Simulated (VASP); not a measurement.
# SnTe in VASP: further runs

SnTe is run at these levels: PBEsol; tasks: electric field gradients.

Everything below comes from runs of VASP 6.6.1. Logs are shortened: lines on timing, memory, paths and dates and some standing lists are left out, and cuts for length are marked.

### 1 The cell of the first run

It takes space group I4/mmm (No. 139, tetragonal). Conventional cell: a = 4.464 Å, b = 4.464 Å, c = 6.439 Å, α = 90.00°, β = 90.00°, γ = 90.00°. Within 4.2 Å of Sn (site symmetry 4/mmm) lie 6 Te at 3.16 to 3.22 Å. Te (site symmetry 4/mmm) has 6 Sn at 3.16 to 3.22 Å within 4.2 Å.

### 2 Electric field gradients, PBEsol (zz strain of +2 %)

File INCAR:

```
PREC = Accurate
ENCUT = 520
EDIFF = 1E-8
ISMEAR = -1
SIGMA = 0.08
LREAL = F
LASPH = T
NELM = 80
ALGO = Normal
ISIF = 2
LWAVE = F
LCHARG = F
GGA = PS
LEFG = T
NBANDS = 17
```

File KPOINTS:

```
regular mesh
0
Gamma
  11 11 11
```

File POSCAR:

```
SnTe
1.0
    0.0000000000      3.1565000000      3.2196300000
    3.1565000000      0.0000000000      3.2196300000
    3.1565000000      3.1565000000      0.0000000000
Sn Te
1 1
Direct
    0.0000000000      0.0000000000      0.0000000000
    0.5000000000      0.5000000000      0.5000000000
```

Potentials or basis: VASP PAW PBE potentials, release 64 (Sn_d, Te).

Started as:

```bash
cat potpaw_PBE.64/Sn_d/POTCAR potpaw_PBE.64/Te/POTCAR > POTCAR
mpirun -np 1 vasp_std > vasp.out
```

OUTCAR:

```text
PREC = Accurate
   ENCUT = 520
   EDIFF = 1E-8
   ISMEAR = -1
   LREAL = F
   LASPH = T
   NELM = 80
   ISIF = 2
   GGA = PS

 ion  position               nearest neighbor table
   1  0.000  0.000  0.000-   2 3.16   2 3.16   2 3.16   2 3.16   2 3.22   2 3.22
   2  0.500  0.500  0.500-   1 3.16   1 3.16   1 3.16   1 3.16   1 3.22   1 3.22

  LATTYP: Found a body centered tetragonal cell.
 ALAT       =     4.4639651096
 C/A-ratio  =     1.4424978336

  Lattice vectors:

 A1 = (  -3.1565000000,   0.0000000000,   3.2196300000)
 A2 = (   3.1565000000,   0.0000000000,   3.2196300000)
 A3 = (   0.0000000000,   3.1565000000,  -3.2196300000)

Analysis of symmetry for initial positions (statically):
=====================================================================
 Subroutine PRICEL returns:
 Original cell was already a primitive cell.

 Routine SETGRP: Setting up the symmetry group for a
 body centered tetragonal supercell.

 Subroutine GETGRP returns: Found 16 space group operations
 (whereof 16 operations were pure point group operations)
 out of a pool of 16 trial point group operations.

The static configuration has the point symmetry D_4h.

Analysis of symmetry for dynamics (positions and initial velocities):
=====================================================================
 Subroutine PRICEL returns:
 Original cell was already a primitive cell.

 Routine SETGRP: Setting up the symmetry group for a
 body centered tetragonal supercell.

 Subroutine GETGRP returns: Found 16 space group operations
 (whereof 16 operations were pure point group operations)
 out of a pool of 16 trial point group operations.

The dynamic configuration has the point symmetry D_4h.

 Subroutine INISYM returns: Found 16 space group operations
 (whereof 16 operations are pure point group operations),
 and found     1 'primitive' translations

----------------------------------------------------------------------------------------

                                     Primitive cell

  volume of cell :      64.1575

  direct lattice vectors                    reciprocal lattice vectors
     0.000000000  3.156500000  3.219630000    -0.158403295  0.158403295  0.155297348
     3.156500000  0.000000000  3.219630000     0.158403295 -0.158403295  0.155297348
     3.156500000  3.156500000  0.000000000     0.158403295  0.158403295 -0.155297348

  length of vectors
     4.508825744  4.508825744  4.463965110     0.272581133  0.272581133  0.272581133

  position of ions in fractional coordinates (direct lattice)
     0.000000000  0.000000000  0.000000000
     0.500000000  0.500000000  0.500000000

  ion indices of the primitive-cell ions
   primitive index   ion index
                 1           1
                 2           2

----------------------------------------------------------------------------------------

 KPOINTS: regular mesh

Automatic generation of k-mesh.
 Grid dimensions read from file:
 generate k-points for:   11   11   11

 Generating k-lattice:

  Cartesian coordinates                     Fractional coordinates (reciprocal lattice)
    -0.014400300  0.014400300  0.014117941     0.090909091  0.000000000  0.000000000
     0.014400300 -0.014400300  0.014117941     0.000000000  0.090909091  0.000000000
     0.014400300  0.014400300 -0.014117941     0.000000000  0.000000000  0.090909091

  Length of vectors
     0.024780103  0.024780103  0.024780103

  Shift w.r.t. Gamma in fractional coordinates (k-lattice)
     0.000000000  0.000000000  0.000000000

 Subroutine IBZKPT returns following result:
 ===========================================

 Found    126 irreducible k-points:

 Following reciprocal coordinates:
            Coordinates               Weight
  0.000000  0.000000  0.000000      1.000000
  0.090909  0.000000  0.000000      8.000000
  0.181818  0.000000  0.000000      8.000000
  0.272727  0.000000  0.000000      8.000000
  0.363636  0.000000  0.000000      8.000000
  0.454545  0.000000  0.000000      8.000000
[... 16 lines left out ...]
 -0.272727  0.181818  0.000000      8.000000
 -0.181818  0.181818  0.000000      4.000000
 [... further k-points ...]
   k-points           NKPTS =    126   k-points in BZ     NKDIM =    126   number of bands    NBANDS=     17
   number of dos      NEDOS =    301   number of ions     NIONS =      2
   total plane-waves  NPLWV =  46656
   dimension x,y,z NGX =    36 NGY =   36 NGZ =   36
   dimension x,y,z NGXF=    72 NGYF=   72 NGZF=   72
   ions per type =               1   1
   NGX,Y,Z   is equivalent  to a cutoff of  13.27, 13.27, 13.41 a.u.
   NGXF,Y,Z  is equivalent  to a cutoff of  26.55, 26.55, 26.81 a.u.
 SYSTEM =  unknown system
   PREC   = accura    normal or accurate (medium, high low for compatibility)
   ISTART =      0    job   : 0-new  1-cont  2-samecut
   ICHARG =      2    charge: 1-file 2-atom 10-const
   ISPIN  =      1    spin polarized calculation?
   LNONCOLLINEAR =      F non collinear calculations
   LSORBIT =      F    spin-orbit coupling
   LASPH  =      T    aspherical Exc in radial PAW
   ENCUT  =  520.0 eV  38.22 Ry    6.18 a.u.   8.38  8.38  8.30*2*pi/ulx,y,z
   NELM   =     80;   NELMIN=  2; NELMDL= -5     # of ELM steps
   EDIFF  = 0.1E-07   stopping-criterion for ELM
   LREAL  =      F    real-space projection
   EDIFFG = 0.1E-06   stopping-criterion for IOM
   NSW    =      0    number of steps for IOM
   IBRION =     -1    ionic relax: 0-MD 1-quasi-New 2-CG
   NFREE  =      0    steps in history (QN), initial steepest desc. (CG)
   ISIF   =      2    stress and relaxation
   ISYM   =      2    0-nonsym 1-usesym 2-fastsym
   POTIM  = 0.5000    time-step for ionic-motion
   TEBEG  =    0.0;   TEEND  =   0.0 temperature during run
   PSTRESS=    0.0 pullay stress
   NELECT =      20.0000    total number of electrons
   NUPDOWN=      -1.0000    fix difference up-down
   EMIN   =  10.00;   EMAX   =-10.00  energy-range for DOS
   EFERMI =   0.00;   METHOD = LEGACY
   ISMEAR =    -1;   SIGMA  =   0.08  broadening in eV -4-tet -1-fermi 0-gaus
   EFERMI_NEDOS =   21; number of points for ismear=-14 and -15
   IALGO  =     38    algorithm
   IMIX   =      4    mixing-type and parameters
     AMIX     =   0.40;   BMIX     =  1.00
     AMIX_MAG =   1.60;   BMIX_MAG =  1.00
  volume/ion in A,a.u.               =      32.08       216.48
  Fermi-wavevector in a.u.,A,eV,Ry     =   1.110032  2.097657 16.764716  1.232172
  Thomas-Fermi vector in A             =   2.246579
   LORBIT       =      0    0 simple, 1 ext, 2 COOP (PROOUT), +10 PAW based schemes
   GGA     = PS    functional components
   LHFCALC =     F    Hartree Fock is set to
   AEXX    =    0.0000 exact exchange contribution
   IVDW    =     0    specifies the selected vdW correction
   LEPSILON=     F    determine dielectric tensor
   LRPA    =     F    only Hartree local field effects (RPA)
 non-spin polarized calculation
  energy-cutoff  :      520.00
  volume of cell :       64.16
 maximum number of plane-waves:      1749
 NGX is ok and might be reduce to    36
   NGX = 17   NGY = 17   NGZ = 17

 number of electron      20.0000003 magnetization

 Free energy of the ion-electron system (eV)
  ---------------------------------------------------
  ext. energy  EPLUGINS =         0.00000000
  ---------------------------------------------------
  free energy    TOTEN  =        -8.32559023 eV

  energy without entropy =       -8.32385286  energy(sigma->0) =       -8.32472154

 E-fermi :   6.4684     XC(G=0):  -9.5409

 val. band max:        6.2977028962   @ k =   0.4545   0.0000   0.0000
 cond. band min:       6.6919160624   @ k =   0.4545   0.0000   0.0000
 fundamental gap:      0.3942131662
 Fermi energy:         6.4684394197

 k-point     1 :       0.0000    0.0000    0.0000
  band No.  band energies     occupation
      1     -15.2828      2.00000
      2     -15.2754      2.00000
      3     -15.2754      2.00000
      4     -15.2749      2.00000
      5     -15.2692      2.00000
      6      -6.1443      2.00000
[... 9 lines left out ...]
     16      11.3010      0.00000
     17      13.1384      0.00000

 k-point     2 :       0.0909    0.0000    0.0000
  band No.  band energies     occupation
      1     -15.2830      2.00000
      2     -15.2755      2.00000
      3     -15.2752      2.00000
      4     -15.2747      2.00000
      5     -15.2689      2.00000
      6      -6.0767      2.00000
[... 9 lines left out ...]
     16      11.4662      0.00000
     17      13.6431      0.00000

 k-point     3 :       0.1818    0.0000    0.0000
  band No.  band energies     occupation
      1     -15.2837      2.00000
      2     -15.2767      2.00000
      3     -15.2747      2.00000
      4     -15.2734      2.00000
      5     -15.2678      2.00000
      6      -5.8803      2.00000
[... 9 lines left out ...]
     16      11.9295      0.00000
     17      14.8185      0.00000

 k-point     4 :       0.2727    0.0000    0.0000
  band No.  band energies     occupation
      1     -15.2847      2.00000
      2     -15.2783      2.00000
      3     -15.2740      2.00000
      4     -15.2715      2.00000
      5     -15.2662      2.00000
      6      -5.5782      2.00000
[... 9 lines left out ...]
     16      12.6657      0.00000
     17      16.2707      0.00000

 k-point     5 :       0.3636    0.0000    0.0000
  band No.  band energies     occupation
      1     -15.2857      2.00000
      2     -15.2798      2.00000
      3     -15.2735      2.00000
      4     -15.2698      2.00000
      5     -15.2646      2.00000
      6      -5.2285      2.00000
[... 9 lines left out ...]
     16      13.6827      0.00000
     17      16.6783      0.00000

 k-point     6 :       0.4545    0.0000    0.0000
  band No.  band energies     occupation
      1     -15.2864      2.00000
      2     -15.2806      2.00000
      3     -15.2731      2.00000
      4     -15.2688      2.00000
      5     -15.2636      2.00000
      6      -4.9620      2.00000
[... 9 lines left out ...]
     16      14.9041      0.00000
     17      15.4944      0.00000
[... 281 lines left out ...]
 k-point    21 :      -0.4545    0.1818    0.0000
  band No.  band energies     occupation
      1     -15.2889      2.00000
      2     -15.2783      2.00000
      3     -15.2715      2.00000
      4     -15.2682      2.00000
      5     -15.2655      2.00000
      6      -4.8112      2.00000
[... 9 lines left out ...]
     16      14.8118      0.00000
     17      16.3044      0.00000

 k-point    22 :      -0.3636    0.1818    0.0000
  band No.  band energies     occupation
      1     -15.2875      2.00000
      2     -15.2792      2.00000
      3     -15.2724      2.00000
      4     -15.2693      2.00000
      5     -15.2642      2.00000
      6      -4.8823      2.00000
[... 9 lines left out ...]
     16      13.8897      0.00000
     17      16.3059      0.00000

 k-point    23 :      -0.2727    0.1818    0.0000
  band No.  band energies     occupation
      1     -15.2857      2.00000
      2     -15.2792      2.00000
      3     -15.2736      2.00000
      4     -15.2709      2.00000
      5     -15.2639      2.00000
      6      -5.1530      2.00000
[... 9 lines left out ...]
     16      14.7758      0.00000
     17      15.7192      0.00000

 k-point    24 :      -0.1818    0.1818    0.0000
  band No.  band energies     occupation
      1     -15.2841      2.00000
      2     -15.2787      2.00000
      3     -15.2745      2.00000
      4     -15.2725      2.00000
      5     -15.2645      2.00000
      6      -5.4689      2.00000
[... 9 lines left out ...]
     16      14.0288      0.00000
     17      14.3541      0.00000

 [... further k-points ...]
[... 5 lines left out ...]
  --------------------------------------------------------------------------------------
  -------------------------------------------------------------------------------------
  Total       -0.2327329     -0.2327329     -1.1317854      0.0000000      0.0000000     -0.0000000
  in kB       -5.8119356     -5.8119356    -28.2635768      0.0000000      0.0000000     -0.0000000
  external PRESSURE =     -13.2958160 kB  Pullay stress =       0.0000000 kB

 VOLUME and BASIS-vectors are now :
 -----------------------------------------------------------------------------
  energy-cutoff  :      520.00
  volume of cell :       64.16
      direct lattice vectors                 reciprocal lattice vectors
     0.000000000  3.156500000  3.219630000    -0.158403295  0.158403295  0.155297348
     3.156500000  0.000000000  3.219630000     0.158403295 -0.158403295  0.155297348
     3.156500000  3.156500000  0.000000000     0.158403295  0.158403295 -0.155297348

 POSITION                                       TOTAL-FORCE (eV/Angst)
 -----------------------------------------------------------------------------------
      0.00000      0.00000      0.00000         0.000000      0.000000     -0.000000
      3.15650      3.15650      3.21963         0.000000     -0.000000      0.000000
 -----------------------------------------------------------------------------------
    total drift:                               -0.000000      0.000000      0.000000

  FREE ENERGIE OF THE ION-ELECTRON SYSTEM (eV)
  ---------------------------------------------------
  free  energy   TOTEN  =        -8.3255902318 eV

  energy  without entropy=       -8.3238528553  energy(sigma->0) =       -8.32472154

 Electric field gradients (V/A^2)
---------------------------------------------------------------------
 ion       V_xx      V_yy      V_zz      V_xy      V_xz      V_yz
---------------------------------------------------------------------
   1     -14.390   -14.390    28.780    -0.002    -0.001    -0.001
   2      -3.202    -3.202     6.404     0.000    -0.000    -0.000
---------------------------------------------------------------------

 Electric field gradients after diagonalization (V/A^2)
 (convention: |V_zz| > |V_xx| > |V_yy|)
----------------------------------------------------------------------
 ion       V_xx      V_yy      V_zz     asymmetry (V_yy - V_xx)/ V_zz
----------------------------------------------------------------------
   1     -14.392   -14.387    28.780       0.000
   2      -3.202    -3.202     6.404       0.000
----------------------------------------------------------------------

           NMR quadrupolar parameters

 Cq : quadrupolar parameter    Cq=e*Q*V_zz/h
 eta: asymmetry parameters     (V_yy - V_xx)/ V_zz
 Q  : nuclear electric quadrupole moment in mb (millibarn)
----------------------------------------------------------------------
 ion       Cq(MHz)       eta       Q (mb)
----------------------------------------------------------------------
   1       0.070       0.000       1.000
   2       0.015       0.000       1.000
----------------------------------------------------------------------
```

Wall time 3.5 min (1 thread of Intel Xeon 8259CL, shared host); peak memory 0.3 GiB.

Results:

| Quantity | Value |
| --- | --- |
| Free energy | -8.3256 eV |
| Pressure | -1.3 GPa |
| Band gap on the k mesh | 0.39 eV |
| Largest electric field gradient by atom | Sn +28.8; Te +6.4 V/Å² |

Electric field gradients, principal values (V/Å²):
```csv
atom,least,middle,greatest (by size)
1 Sn,-14.387,-14.392,28.780
2 Te,-3.202,-3.202,6.404
```

Caveat: the cell differs from its parent crystal (zz strain of +2 %); without QUAD_EFG the Cq values of the log hold for a quadrupole moment of 1 mb, not for the nuclei; the PAW data sets were made with another functional, which shifts forces and pressure a little; spin-orbit coupling is left out, which moves the levels of the heavy elements; an odd mesh through Γ misses points on the zone boundary, where band edges can lie.

[end of part 1 of 2]
